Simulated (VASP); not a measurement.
# K (P6_3/mmc) in VASP: further runs

K is run at these levels: PBE; tasks: single point.

Program: VASP 6.6.1. These are calculated values, not measurements. Logs are shortened: lines on timing, memory, paths and dates and some standing lists are left out, and cuts for length are marked.

## (1) The cell of the first run

It takes space group P6_3/mmc (No. 194, hexagonal). The conventional cell has a = 4.717 Å, b = 4.717 Å, c = 7.691 Å, α = 90.00°, β = 90.00°, γ = 120.00°.

This isn't the form of K at room conditions, which is bcc.

## (2) Single point, PBE

INCAR reads:

```
PREC = Accurate ; ENCUT = 520
EDIFF = 1E-7 ; ISMEAR = -1
SIGMA = 0.1 ; LREAL = False
LASPH = True ; NELM = 80
ALGO = Normal ; ISIF = 2
LWAVE = False ; LCHARG = True
GGA = PE ; LELF = True
LVHAR = True ; NBANDS = 16
```

KPOINTS reads:

```
regular mesh
0
Gamma
  8 8 4
```

POSCAR reads:

```
K
1.0
    4.7167909205      0.0000000000      0.0000000000
   -2.3583954603      4.0848607615      0.0000000000
    0.0000000000      0.0000000000      7.6905373844
K
2
Direct
    0.3333333333      0.6666666667      0.2500000000
    0.6666666667      0.3333333333      0.7500000000
```

Potentials or basis: VASP PAW PBE potentials, release 64 (K_sv).

Command:

```console
> cat potpaw_PBE.64/K_sv/POTCAR > POTCAR
> mpirun -np 1 vasp_std > vasp.out
```

OUTCAR:

```text
PREC = Accurate
   ENCUT = 520
   EDIFF = 1E-7
   ISMEAR = -1
   LREAL = False
   LASPH = True
   NELM = 80
   ISIF = 2
   GGA = PE

 ion  position               nearest neighbor table
   1  0.333  0.667  0.250-
   2  0.667  0.333  0.750-

  LATTYP: Found a hexagonal cell.
 ALAT       =     4.7167909205
 C/A-ratio  =     1.6304596735

  Lattice vectors:

 A1 = (   4.7167909205,   0.0000000000,   0.0000000000)
 A2 = (  -2.3583954603,   4.0848607615,   0.0000000000)
 A3 = (   0.0000000000,   0.0000000000,   7.6905373844)

Analysis of symmetry for initial positions (statically):
=====================================================================
 Subroutine PRICEL returns:
 Original cell was already a primitive cell.

 Routine SETGRP: Setting up the symmetry group for a
 hexagonal supercell.

 Subroutine GETGRP returns: Found 24 space group operations
 (whereof 12 operations were pure point group operations)
 out of a pool of 24 trial point group operations.

The static configuration has the point symmetry D_3d.
 The point group associated with its full space group is D_6h.

Analysis of symmetry for dynamics (positions and initial velocities):
=====================================================================
 Subroutine PRICEL returns:
 Original cell was already a primitive cell.

 Routine SETGRP: Setting up the symmetry group for a
 hexagonal supercell.

 Subroutine GETGRP returns: Found 24 space group operations
 (whereof 12 operations were pure point group operations)
 out of a pool of 24 trial point group operations.

The dynamic configuration has the point symmetry D_3d.
 The point group associated with its full space group is D_6h.

 Subroutine INISYM returns: Found 24 space group operations
 (whereof 12 operations are pure point group operations),
 and found     1 'primitive' translations

----------------------------------------------------------------------------------------

                                     Primitive cell

  volume of cell :     148.1769

  direct lattice vectors                    reciprocal lattice vectors
     4.716790921  0.000000000  0.000000000     0.212008549  0.122403193  0.000000000
    -2.358395460  4.084860761  0.000000000     0.000000000  0.244806386  0.000000000
     0.000000000  0.000000000  7.690537384     0.000000000  0.000000000  0.130029925

  length of vectors
     4.716790921  4.716790921  7.690537384     0.244806386  0.244806386  0.130029925

  position of ions in fractional coordinates (direct lattice)
     0.333333333  0.666666667  0.250000000
     0.666666667  0.333333333  0.750000000

  ion indices of the primitive-cell ions
   primitive index   ion index
                 1           1
                 2           2

----------------------------------------------------------------------------------------

 KPOINTS: regular mesh

Automatic generation of k-mesh.
 Grid dimensions read from file:
 generate k-points for:    8    8    4

 Generating k-lattice:

  Cartesian coordinates                     Fractional coordinates (reciprocal lattice)
     0.026501069  0.015300399  0.000000000     0.125000000 -0.000000000  0.000000000
     0.000000000  0.030600798  0.000000000     0.000000000  0.125000000  0.000000000
     0.000000000  0.000000000  0.032507481     0.000000000  0.000000000  0.250000000

  Length of vectors
     0.030600798  0.030600798  0.032507481

  Shift w.r.t. Gamma in fractional coordinates (k-lattice)
     0.000000000  0.000000000  0.000000000

 Subroutine IBZKPT returns following result:
 ===========================================

 Found     30 irreducible k-points:

 Following reciprocal coordinates:
            Coordinates               Weight
  0.000000  0.000000  0.000000      1.000000
  0.125000  0.000000  0.000000      6.000000
  0.250000  0.000000  0.000000      6.000000
  0.375000  0.000000  0.000000      6.000000
  0.500000  0.000000  0.000000      3.000000
  0.125000  0.125000  0.000000      6.000000
[... 16 lines left out ...]
  0.250000  0.000000  0.500000      6.000000
  0.375000  0.000000  0.500000      6.000000
 [... further k-points ...]
   k-points           NKPTS =     30   k-points in BZ     NKDIM =     30   number of bands    NBANDS=     16
   number of dos      NEDOS =    301   number of ions     NIONS =      2
   total plane-waves  NPLWV =  77760
   dimension x,y,z NGX =    36 NGY =   36 NGZ =   60
   dimension x,y,z NGXF=    72 NGYF=   72 NGZF=  120
   ions per type =               2
   NGX,Y,Z   is equivalent  to a cutoff of  12.69, 12.69, 12.97 a.u.
   NGXF,Y,Z  is equivalent  to a cutoff of  25.38, 25.38, 25.94 a.u.
 SYSTEM =  unknown system
   PREC   = accura    normal or accurate (medium, high low for compatibility)
   ISTART =      0    job   : 0-new  1-cont  2-samecut
   ICHARG =      2    charge: 1-file 2-atom 10-const
   ISPIN  =      1    spin polarized calculation?
   LNONCOLLINEAR =      F non collinear calculations
   LSORBIT =      F    spin-orbit coupling
   LASPH  =      T    aspherical Exc in radial PAW
   ENCUT  =  520.0 eV  38.22 Ry    6.18 a.u.   8.77  8.77 14.30*2*pi/ulx,y,z
   NELM   =     80;   NELMIN=  2; NELMDL= -5     # of ELM steps
   EDIFF  = 0.1E-06   stopping-criterion for ELM
   LREAL  =      F    real-space projection
   EDIFFG = 0.1E-05   stopping-criterion for IOM
   NSW    =      0    number of steps for IOM
   IBRION =     -1    ionic relax: 0-MD 1-quasi-New 2-CG
   NFREE  =      0    steps in history (QN), initial steepest desc. (CG)
   ISIF   =      2    stress and relaxation
   ISYM   =      2    0-nonsym 1-usesym 2-fastsym
   POTIM  = 0.5000    time-step for ionic-motion
   TEBEG  =    0.0;   TEEND  =   0.0 temperature during run
   PSTRESS=    0.0 pullay stress
   NELECT =      18.0000    total number of electrons
   NUPDOWN=      -1.0000    fix difference up-down
   EMIN   =  10.00;   EMAX   =-10.00  energy-range for DOS
   EFERMI =   0.00;   METHOD = LEGACY
   ISMEAR =    -1;   SIGMA  =   0.10  broadening in eV -4-tet -1-fermi 0-gaus
   EFERMI_NEDOS =   21; number of points for ismear=-14 and -15
   IALGO  =     38    algorithm
   IMIX   =      4    mixing-type and parameters
     AMIX     =   0.40;   BMIX     =  1.00
     AMIX_MAG =   1.60;   BMIX_MAG =  1.00
  volume/ion in A,a.u.               =      74.09       499.97
  Fermi-wavevector in a.u.,A,eV,Ry     =   0.810785  1.532161  8.944084  0.657372
  Thomas-Fermi vector in A             =   1.920024
   LORBIT       =      0    0 simple, 1 ext, 2 COOP (PROOUT), +10 PAW based schemes
   GGA     = PE    functional components
   LHFCALC =     F    Hartree Fock is set to
   AEXX    =    0.0000 exact exchange contribution
   IVDW    =     0    specifies the selected vdW correction
   LEPSILON=     F    determine dielectric tensor
   LRPA    =     F    only Hartree local field effects (RPA)
 non-spin polarized calculation
  energy-cutoff  :      520.00
  volume of cell :      148.18
 maximum number of plane-waves:      4044
 NGX is ok and might be reduce to    36
   NGX = 17   NGY = 17   NGZ = 29

 number of electron      18.0000002 magnetization

 Free energy of the ion-electron system (eV)
  ---------------------------------------------------
  ext. energy  EPLUGINS =         0.00000000
  ---------------------------------------------------
  free energy    TOTEN  =        -2.12310587 eV

  energy without entropy =       -2.07330160  energy(sigma->0) =       -2.09820373

 E-fermi :  -0.1611     XC(G=0):  -5.6328

 val. band max:       -0.1895648390   @ k =   0.2500   0.0000   0.2500
 cond. band min:      -0.0159662341   @ k =   0.5000   0.0000   0.0000
 fundamental gap:      0.1735986049
 Fermi energy:        -0.1611115677

 k-point     1 :       0.0000    0.0000    0.0000
  band No.  band energies     occupation
      1     -32.2658      2.00000
      2     -32.2622      2.00000
      3     -15.7816      2.00000
      4     -15.7262      2.00000
      5     -15.7262      2.00000
      6     -15.7171      2.00000
[... 8 lines left out ...]
     15       4.3341      0.00000
     16       4.3341      0.00000

 k-point     2 :       0.1250    0.0000    0.0000
  band No.  band energies     occupation
      1     -32.2653      2.00000
      2     -32.2620      2.00000
      3     -15.7784      2.00000
      4     -15.7333      2.00000
      5     -15.7285      2.00000
      6     -15.7244      2.00000
[... 8 lines left out ...]
     15       4.3044      0.00000
     16       4.3757      0.00000

 k-point     3 :       0.2500    0.0000    0.0000
  band No.  band energies     occupation
      1     -32.2642      2.00000
      2     -32.2615      2.00000
      3     -15.7699      2.00000
      4     -15.7506      2.00000
      5     -15.7418      2.00000
      6     -15.7338      2.00000
[... 8 lines left out ...]
     15       4.2118      0.00000
     16       4.2480      0.00000

 k-point     4 :       0.3750    0.0000    0.0000
  band No.  band energies     occupation
      1     -32.2629      2.00000
      2     -32.2611      2.00000
      3     -15.7682      2.00000
      4     -15.7592      2.00000
      5     -15.7587      2.00000
      6     -15.7389      2.00000
[... 8 lines left out ...]
     15       3.9466      0.00000
     16       4.5692      0.00000
[... 324 lines left out ...]
 k-point    22 :       0.1250    0.0000    0.5000
  band No.  band energies     occupation
      1     -32.2637      2.00000
      2     -32.2637      2.00000
      3     -15.7506      2.00000
      4     -15.7506      2.00000
      5     -15.7266      2.00000
      6     -15.7266      2.00000
[... 8 lines left out ...]
     15       4.0403      0.00000
     16       4.0403      0.00000

 k-point    23 :       0.2500    0.0000    0.5000
  band No.  band energies     occupation
      1     -32.2628      2.00000
      2     -32.2628      2.00000
      3     -15.7588      2.00000
      4     -15.7588      2.00000
      5     -15.7333      2.00000
      6     -15.7333      2.00000
[... 8 lines left out ...]
     15       4.1579      0.00000
     16       4.1579      0.00000

 k-point    24 :       0.3750    0.0000    0.5000
  band No.  band energies     occupation
      1     -32.2620      2.00000
      2     -32.2620      2.00000
      3     -15.7726      2.00000
      4     -15.7726      2.00000
      5     -15.7343      2.00000
      6     -15.7343      2.00000
[... 8 lines left out ...]
     15       4.1969      0.00000
     16       4.1969      0.00000

 [... further k-points ...]

------------------------ aborting loop because EDIFF is reached ----------------------------------------

  FORCE on cell =-STRESS in cart. coord.  units (eV):
  Direction    XX          YY          ZZ          XY          YZ          ZX
  --------------------------------------------------------------------------------------
  -------------------------------------------------------------------------------------
  Total       -0.0026217     -0.0026217     -0.0066250      0.0000000      0.0000000      0.0000000
  in kB       -0.0283477     -0.0283477     -0.0716337      0.0000000      0.0000000      0.0000000
  external PRESSURE =      -0.0427763 kB  Pullay stress =       0.0000000 kB

 VOLUME and BASIS-vectors are now :
 -----------------------------------------------------------------------------
  energy-cutoff  :      520.00
  volume of cell :      148.18
      direct lattice vectors                 reciprocal lattice vectors
     4.716790921  0.000000000  0.000000000     0.212008549  0.122403193  0.000000000
    -2.358395460  4.084860761  0.000000000     0.000000000  0.244806386  0.000000000
     0.000000000  0.000000000  7.690537384     0.000000000  0.000000000  0.130029925

 POSITION                                       TOTAL-FORCE (eV/Angst)
 -----------------------------------------------------------------------------------
     -0.00000      2.72324      1.92263        -0.000000     -0.000000      0.000000
      2.35840      1.36162      5.76790         0.000000      0.000000      0.000000
 -----------------------------------------------------------------------------------
    total drift:                               -0.000000      0.000000     -0.000000

  FREE ENERGIE OF THE ION-ELECTRON SYSTEM (eV)
  ---------------------------------------------------
  free  energy   TOTEN  =        -2.1231058688 eV

  energy  without entropy=       -2.0733015982  energy(sigma->0) =       -2.09820373
```

Wall time 28 s (1 thread of Intel Xeon 6975P-C (Granite Rapids), shared host); peak memory 0.27 GiB.

What came out:

```yaml
Free_energy: -2.1231 eV
Pressure: 0.0 GPa
Band_gap_on_the_k_mesh: zero (bands 9 and 10 overlap by 2.46 eV)
```

(Part 1 of 2 ends here.)
